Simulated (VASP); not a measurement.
## SiC: dielectric tensor with r2SCAN

Crystal: SiC.

```xyz
2
Lattice="0.0000 2.1781 2.1781 2.1781 0.0000 2.1781 2.1781 2.1781 0.0000" Properties=species:S:1:pos:R:3 pbc="T T T"
Si    0.0000    0.0000    0.0000
C     1.0890    1.0890    1.0890
```

| Property | Result |
| --- | --- |
| Program | VASP 6.6.1 |
| Task | dielectric tensor |
| Functional | r2SCAN |
| Potentials or basis | VASP PAW PBE potentials, release 64 (Si, C) |
| Cutoff | 520 eV |
| k mesh | 8 × 8 × 8 |
| Occupations | gaussian, width 0.01 eV |
| Spin | no spin polarisation |
| Dipole correction | no |
| Further INCAR settings | ALGO = Normal; EDIFF = 1e-08 |

| Quantity | Value |
| --- | --- |
| Band gap on the k mesh | 1.72 eV, indirect (least direct gap 5.06 eV) |
| Electronic dielectric tensor (diagonal) | 6.49 |
| Born charges (mean of the diagonal) | Si +2.70; C -2.70 e |

Levels at points of the mesh, in eV from the valence-band top:
| k point | band 1 | band 2 | band 3 | band 4 | band 5 | band 6 | band 7 | band 8 |
| --- | --- | --- | --- | --- | --- | --- | --- | --- |
| (0.00, 0.00, 0.00) | -16.19 | 0.00 | 0.00 | 0.00 | 6.85 | 7.86 | 7.86 | 7.86 |
| (0.50, 0.00, 0.00) | -12.56 | -8.83 | -1.11 | -1.11 | 6.00 | 7.76 | 7.76 | 10.96 |
| (0.50, 0.50, 0.00) | -11.10 | -8.05 | -3.34 | -3.34 | 1.72 | 4.83 | 15.15 | 15.15 |

Electronic dielectric tensor:
```
6.49 0.00 0.00
0.00 6.49 0.00
0.00 0.00 6.49
```

Born effective charge tensors (e):
atom 1, Si
```
2.70 0.00 0.00
0.00 2.70 0.00
0.00 0.00 2.70
```
atom 2, C
```
-2.70  0.00  0.00
 0.00 -2.70  0.00
 0.00  0.00 -2.70
```

Dipole moments of the cell (e·Å, modulo the quantum): ionic 4.356, 4.356, 4.356; electronic 0.003, 0.003, 0.009

Wall time 10 min on 1 thread of Intel(R) Xeon(R) Platinum 8488C (Sapphire Rapids) (shared host), peak memory 0.24 GiB.

Caveat: the PAW data sets were made with another functional, which shifts forces and pressure a little. r2SCAN opens gaps a little over a GGA but as a rule still falls short of measured ones.
